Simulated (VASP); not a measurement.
Wanted: the native input for a VASP 6.6.1 run.

| Item | Value |
| --- | --- |
| Task | single point |
| Functional | PBE |
| Potentials or basis | VASP PAW PBE potentials, release 64 (Si, Ni) |
| Cutoff | 600 eV |
| k mesh | 8 × 10 × 6 |
| Occupations | methfessel-paxton, width 0.1 eV |
| Spin | no spin polarisation |
| Dipole correction | no |
| Further INCAR settings | ALGO = Normal; EDIFF = 1e-06; NBANDS = 60 |

The structure of SiNi2 lies in POSCAR:

```
SiNi2
1.0
    5.0248622229      0.0000000000      0.0000000000
    0.0000000000      3.7291076778      0.0000000000
    0.0000000000      0.0000000000      7.0747581262
Si Ni
4 8
Direct
    0.2866714346      0.7500000000      0.6147319514
    0.7133285654      0.2500000000      0.3852680486
    0.2133285654      0.2500000000      0.1147319514
    0.7866714346      0.7500000000      0.8852680486
    0.9594166356      0.7500000000      0.2037444348
    0.0405833644      0.2500000000      0.7962555652
    0.5405833644      0.2500000000      0.7037444348
    0.4594166356      0.7500000000      0.2962555652
    0.8306684211      0.7500000000      0.5603455574
    0.1693315789      0.2500000000      0.4396544426
    0.6693315789      0.2500000000      0.0603455574
    0.3306684211      0.7500000000      0.9396544426
```

One way to write it, as run:

INCAR

```
ALGO = Normal
EDIFF = 1E-6
ENCUT = 600
GGA = PE
GGA_COMPAT = F
ISIF = 2
ISMEAR = 1
LASPH = T
LCHARG = F
LREAL = F
LWAVE = F
NBANDS = 60
NELM = 120
PREC = Accurate
SIGMA = 0.1
```

KPOINTS

```
k-points
0
Gamma
  8 10 6
```

Potentials or basis: VASP PAW PBE potentials, release 64 (Si, Ni).

The run is started by

```console
$ cat potpaw_PBE.64/Si/POTCAR potpaw_PBE.64/Ni/POTCAR > POTCAR
$ mpirun -np 1 vasp_std > vasp.out
```

It gave:

| Quantity | Value |
| --- | --- |
| Pressure | 0.0 GPa |
| Largest force | 0.012 eV/Å |
| Band gap on the k mesh | zero (bands 48 and 49 overlap by 1.67 eV) |

It took 26 min on 1 thread of Oxide Virtual Turin-like Processor, on a shared host, peak memory 0.8 GiB.
